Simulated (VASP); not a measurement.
# Ta3WN2 (P6/mmm) in VASP: single point with PBE

Aim: the single point of Ta3WN2 with PBE.

All numbers are computed with VASP 6.6.1; they aren't measurements. Logs are shortened: lines on timing, memory, paths and dates and some standing lists are left out, and cuts for length are marked.

## (1) The cell of the first run

Symmetry: P6/mmm, No. 191, hexagonal system. The conventional cell has a = 4.882 Å, b = 4.882 Å, c = 4.497 Å, α = 90.00°, β = 90.00°, γ = 120.00°. Ta (site symmetry -6m2) has 2 N at 2.25 Å and 6 Ta at 2.82 Å within 3.0 Å. Ta (site symmetry 6/mmm) has 2 W at 2.25 Å and 6 Ta at 2.82 Å within 3.0 Å. W (site symmetry 6/mmm) has 2 Ta at 2.25 Å and 6 N at 2.82 Å within 3.0 Å. Within 3.0 Å of N (site symmetry -6m2) lie 2 Ta at 2.25 Å and 3 N at 2.82 Å and 3 W at 2.82 Å.

The cell was generated, and may not be a known phase.

## (2) Single point, PBE

Contents of INCAR:

```
PREC = Accurate
ENCUT = 700
EDIFF = 1E-6
ISMEAR = 0
SIGMA = 0.1
LREAL = False
LASPH = True
NELM = 120
ALGO = Normal
ISIF = 2
LWAVE = False
LCHARG = False
GGA = PE
NBANDS = 40
GGA_COMPAT = False
```

Contents of KPOINTS:

```
regular mesh
0
Gamma
  3 3 4
```

Contents of POSCAR:

```
Ta3WN2
1.0
    4.8823542771     -0.0000000022      0.0000000000
   -2.4411771366      4.2282428353      0.0000000000
    0.0000000000      0.0000000000      4.4973023476
Ta W N
3 1 2
Direct
    0.3333333333      0.6666666667      0.5000000000
    0.6666666667      0.3333333333      0.5000000000
    0.0000000000      0.0000000000      0.5000000000
    0.0000000000      0.0000000000      0.0000000000
    0.3333333333      0.6666666667      0.0000000000
    0.6666666667      0.3333333333      0.0000000000
```

Potentials or basis: VASP PAW PBE potentials, release 64 (Ta_sv_GW, W_sv, N).

Command:

```console
cat potpaw_PBE.64/Ta_sv_GW/POTCAR potpaw_PBE.64/W_sv/POTCAR potpaw_PBE.64/N/POTCAR > POTCAR
mpirun -np 1 vasp_std > vasp.out
```

OUTCAR:

```text
PREC = Accurate
   ENCUT = 700
   EDIFF = 1E-6
   ISMEAR = 0
   LREAL = False
   LASPH = True
   NELM = 120
   ISIF = 2
   GGA = PE

 ion  position               nearest neighbor table
   1  0.333  0.667  0.500-   5 2.25   5 2.25   2 2.82   3 2.82   2 2.82   3 2.82   3 2.82   2 2.82

   2  0.667  0.333  0.500-   6 2.25   6 2.25   1 2.82   3 2.82   1 2.82   3 2.82   3 2.82   1 2.82

   3  0.000  0.000  0.500-   4 2.25   4 2.25   1 2.82   2 2.82   1 2.82   2 2.82   2 2.82   1 2.82

   4  0.000  0.000  0.000-   3 2.25   3 2.25
   5  0.333  0.667  0.000-   1 2.25   1 2.25
   6  0.667  0.333  0.000-   2 2.25   2 2.25

  LATTYP: Found a hexagonal cell.
 ALAT       =     4.8823542771
 C/A-ratio  =     0.9211339637

  Lattice vectors:

 A1 = (   4.8823542771,  -0.0000000022,   0.0000000000)
 A2 = (  -2.4411771366,   4.2282428353,   0.0000000000)
 A3 = (   0.0000000000,   0.0000000000,   4.4973023476)

Analysis of symmetry for initial positions (statically):
=====================================================================
 Subroutine PRICEL returns:
 Original cell was already a primitive cell.

 Routine SETGRP: Setting up the symmetry group for a
 hexagonal supercell.

 Subroutine GETGRP returns: Found 24 space group operations
 (whereof 24 operations were pure point group operations)
 out of a pool of 24 trial point group operations.

The static configuration has the point symmetry D_6h.

Analysis of symmetry for dynamics (positions and initial velocities):
=====================================================================
 Subroutine PRICEL returns:
 Original cell was already a primitive cell.

 Routine SETGRP: Setting up the symmetry group for a
 hexagonal supercell.

 Subroutine GETGRP returns: Found 24 space group operations
 (whereof 24 operations were pure point group operations)
 out of a pool of 24 trial point group operations.

The dynamic configuration has the point symmetry D_6h.

 Subroutine INISYM returns: Found 24 space group operations
 (whereof 24 operations are pure point group operations),
 and found     1 'primitive' translations

----------------------------------------------------------------------------------------

                                     Primitive cell

  volume of cell :      92.8413

  direct lattice vectors                    reciprocal lattice vectors
     4.882354277 -0.000000002  0.000000000     0.204819221  0.118252432  0.000000000
    -2.441177137  4.228242835  0.000000000     0.000000000  0.236504865  0.000000000
     0.000000000  0.000000000  4.497302348     0.000000000  0.000000000  0.222355520

  length of vectors
     4.882354277  4.882354277  4.497302348     0.236504865  0.236504865  0.222355520

  position of ions in fractional coordinates (direct lattice)
     0.333333333  0.666666667  0.500000000
     0.666666667  0.333333333  0.500000000
     0.000000000  0.000000000  0.500000000
     0.000000000  0.000000000  0.000000000
     0.333333333  0.666666667  0.000000000
     0.666666667  0.333333333  0.000000000

  ion indices of the primitive-cell ions
   primitive index   ion index
                 1           1
                 2           2
                 3           3
                 4           4
                 5           5
                 6           6

----------------------------------------------------------------------------------------

 KPOINTS: regular mesh

Automatic generation of k-mesh.
 Grid dimensions read from file:
 generate k-points for:    3    3    4

 Generating k-lattice:

  Cartesian coordinates                     Fractional coordinates (reciprocal lattice)
     0.068273074  0.039417477  0.000000000     0.333333333  0.000000000  0.000000000
     0.000000000  0.078834955  0.000000000     0.000000000  0.333333333  0.000000000
     0.000000000  0.000000000  0.055588880     0.000000000  0.000000000  0.250000000

  Length of vectors
     0.078834955  0.078834955  0.055588880

  Shift w.r.t. Gamma in fractional coordinates (k-lattice)
     0.000000000  0.000000000  0.000000000

 Subroutine IBZKPT returns following result:
 ===========================================

 Found      9 irreducible k-points:

 Following reciprocal coordinates:
            Coordinates               Weight
  0.000000  0.000000  0.000000      1.000000
  0.333333  0.000000  0.000000      6.000000
  0.333333  0.333333  0.000000      2.000000
  0.000000  0.000000  0.250000      2.000000
  0.333333  0.000000  0.250000     12.000000
  0.333333  0.333333  0.250000      4.000000
  0.000000  0.000000  0.500000      1.000000
  0.333333  0.000000  0.500000      6.000000
  0.333333  0.333333  0.500000      2.000000
   k-points           NKPTS =      9   k-points in BZ     NKDIM =      9   number of bands    NBANDS=     40
   number of dos      NEDOS =    301   number of ions     NIONS =      6
   total plane-waves  NPLWV =  70560
   dimension x,y,z NGX =    42 NGY =   42 NGZ =   40
   dimension x,y,z NGXF=    84 NGYF=   84 NGZF=   80
   ions per type =               3   1   2
   NGX,Y,Z   is equivalent  to a cutoff of  14.30, 14.30, 14.79 a.u.
   NGXF,Y,Z  is equivalent  to a cutoff of  28.60, 28.60, 29.57 a.u.
 SYSTEM =  unknown system
   PREC   = accura    normal or accurate (medium, high low for compatibility)
   ISTART =      0    job   : 0-new  1-cont  2-samecut
   ICHARG =      2    charge: 1-file 2-atom 10-const
   ISPIN  =      1    spin polarized calculation?
   LNONCOLLINEAR =      F non collinear calculations
   LSORBIT =      F    spin-orbit coupling
   LASPH  =      T    aspherical Exc in radial PAW
   ENCUT  =  700.0 eV  51.45 Ry    7.17 a.u.  10.53 10.53  9.70*2*pi/ulx,y,z
   NELM   =    120;   NELMIN=  2; NELMDL= -5     # of ELM steps
   EDIFF  = 0.1E-05   stopping-criterion for ELM
   LREAL  =      F    real-space projection
   EDIFFG = 0.1E-04   stopping-criterion for IOM
   NSW    =      0    number of steps for IOM
   IBRION =     -1    ionic relax: 0-MD 1-quasi-New 2-CG
   NFREE  =      0    steps in history (QN), initial steepest desc. (CG)
   ISIF   =      2    stress and relaxation
   ISYM   =      2    0-nonsym 1-usesym 2-fastsym
   POTIM  = 0.5000    time-step for ionic-motion
   TEBEG  =    0.0;   TEEND  =   0.0 temperature during run
   PSTRESS=    0.0 pullay stress
   NELECT =      63.0000    total number of electrons
   NUPDOWN=      -1.0000    fix difference up-down
   EMIN   =  10.00;   EMAX   =-10.00  energy-range for DOS
   EFERMI =   0.00;   METHOD = LEGACY
   ISMEAR =     0;   SIGMA  =   0.10  broadening in eV -4-tet -1-fermi 0-gaus
   EFERMI_NEDOS =   21; number of points for ismear=-14 and -15
   IALGO  =     38    algorithm
   IMIX   =      4    mixing-type and parameters
     AMIX     =   0.40;   BMIX     =  1.00
     AMIX_MAG =   1.60;   BMIX_MAG =  1.00
  volume/ion in A,a.u.               =      15.47       104.42
  Fermi-wavevector in a.u.,A,eV,Ry     =   1.438604  2.718567 28.158363  2.069581
  Thomas-Fermi vector in A             =   2.557552
   LORBIT       =      0    0 simple, 1 ext, 2 COOP (PROOUT), +10 PAW based schemes
   GGA     = PE    functional components
   LHFCALC =     F    Hartree Fock is set to
   AEXX    =    0.0000 exact exchange contribution
   IVDW    =     0    specifies the selected vdW correction
   LEPSILON=     F    determine dielectric tensor
   LRPA    =     F    only Hartree local field effects (RPA)
 non-spin polarized calculation
 Gauss-broadening in eV      SIGMA  =   0.10
  energy-cutoff  :      700.00
  volume of cell :       92.84
 maximum number of plane-waves:      3919
 NGX is ok and might be reduce to    42
   NGX = 21   NGY = 21   NGZ = 19

 number of electron      63.0000000 magnetization

 Free energy of the ion-electron system (eV)
  ---------------------------------------------------
  ext. energy  EPLUGINS =         0.00000000
  ---------------------------------------------------
  free energy    TOTEN  =       -64.30498156 eV

  energy without entropy =      -64.28119484  energy(sigma->0) =      -64.29308820

 E-fermi :   9.0059     XC(G=0): -12.3610

 val. band max:        8.8111736929   @ k =   0.0000   0.0000   0.5000
 cond. band min:       9.0439741378   @ k =   0.3333   0.3333   0.5000
 fundamental gap:      0.2328004449
 Fermi energy:         9.0058996183

 k-point     1 :       0.0000    0.0000    0.0000
  band No.  band energies     occupation
      1     -66.2469      2.00000
      2     -59.2298      2.00000
      3     -59.1367      2.00000
      4     -58.2249      2.00000
      5     -31.3998      2.00000
      6     -30.4118      2.00000
[... 32 lines left out ...]
     39      11.0638      0.00000
     40      11.8195      0.00000

 k-point     2 :       0.3333    0.0000    0.0000
  band No.  band energies     occupation
      1     -66.2469      2.00000
      2     -59.2085      2.00000
      3     -59.1558      2.00000
      4     -58.2278      2.00000
      5     -31.3993      2.00000
      6     -30.4127      2.00000
[... 32 lines left out ...]
     39      11.6610      0.00000
     40      11.9482      0.00000

 k-point     3 :       0.3333    0.3333    0.0000
  band No.  band energies     occupation
      1     -66.2469      2.00000
      2     -59.1816      2.00000
      3     -59.1816      2.00000
      4     -58.2293      2.00000
      5     -31.3991      2.00000
      6     -30.4128      2.00000
[... 32 lines left out ...]
     39      12.0346      0.00000
     40      12.1047      0.00000

 k-point     4 :       0.0000    0.0000    0.2500
  band No.  band energies     occupation
      1     -66.2424      2.00000
      2     -59.2299      2.00000
      3     -59.1367      2.00000
      4     -58.2358      2.00000
      5     -31.0720      2.00000
      6     -30.4065      2.00000
[... 32 lines left out ...]
     39      10.8631      0.00000
     40      11.8717      0.00000
[... 127 lines left out ...]
     39      10.1189      0.00000
     40      10.7890      0.00000

 k-point     8 :       0.3333    0.0000    0.5000
  band No.  band energies     occupation
      1     -66.2379      2.00000
      2     -59.2085      2.00000
      3     -59.1557      2.00000
      4     -58.2498      2.00000
      5     -30.6816      2.00000
      6     -30.4026      2.00000
[... 32 lines left out ...]
     39      11.3099      0.00000
     40      11.5874      0.00000

 k-point     9 :       0.3333    0.3333    0.5000
  band No.  band energies     occupation
      1     -66.2379      2.00000
      2     -59.1815      2.00000
      3     -59.1815      2.00000
      4     -58.2513      2.00000
      5     -30.6816      2.00000
      6     -30.4024      2.00000
[... 32 lines left out ...]
     39      11.0977      0.00000
     40      11.3790      0.00000

------------------------ aborting loop because EDIFF is reached ----------------------------------------

  FORCE on cell =-STRESS in cart. coord.  units (eV):
  Direction    XX          YY          ZZ          XY          YZ          ZX
  --------------------------------------------------------------------------------------
  -------------------------------------------------------------------------------------
  Total       -0.2595965     -0.2595965      0.5578156     -0.0000000      0.0000000      0.0000000
  in kB       -4.4798987     -4.4798987      9.6263114     -0.0000000      0.0000000      0.0000000
  external PRESSURE =       0.2221714 kB  Pullay stress =       0.0000000 kB

 VOLUME and BASIS-vectors are now :
 -----------------------------------------------------------------------------
  energy-cutoff  :      700.00
  volume of cell :       92.84
      direct lattice vectors                 reciprocal lattice vectors
     4.882354277 -0.000000002  0.000000000     0.204819221  0.118252432  0.000000000
    -2.441177137  4.228242835  0.000000000     0.000000000  0.236504865  0.000000000
     0.000000000  0.000000000  4.497302348     0.000000000  0.000000000  0.222355520

 POSITION                                       TOTAL-FORCE (eV/Angst)
 -----------------------------------------------------------------------------------
      0.00000      2.81883      2.24865        -0.000000      0.000000      0.000000
      2.44118      1.40941      2.24865         0.000000      0.000000     -0.000000
      0.00000      0.00000      2.24865         0.000000     -0.000000      0.000000
      0.00000      0.00000      0.00000         0.000000     -0.000000      0.000000
      0.00000      2.81883      0.00000         0.000000     -0.000000     -0.000000
      2.44118      1.40941      0.00000        -0.000000      0.000000      0.000000
 -----------------------------------------------------------------------------------
    total drift:                               -0.000000      0.000000      0.000000

  FREE ENERGIE OF THE ION-ELECTRON SYSTEM (eV)
  ---------------------------------------------------
  free  energy   TOTEN  =       -64.3049815597 eV

  energy  without entropy=      -64.2811948377  energy(sigma->0) =      -64.29308820
```

Run time: 82 s. Hardware: 1 thread of Intel Xeon Platinum 8259CL at 2.50GHz (Skylake/Cascade Lake), shared host; peak memory 0.28 GiB.

Results:

```
Free energy            : -64.3050 eV
Pressure               : 0.0 GPa
Band gap on the k mesh : zero (an odd number of electrons rules out a gap without spin polarisation)
```

Caveat: the k points lie up to 0.50 Å⁻¹ apart, too coarse for converged energies and pressures of a metal; spin-orbit coupling is left out, which moves the levels of the heavy elements.

The gap in the log of VASP goes by the Fermi energy; the results here count the filled bands.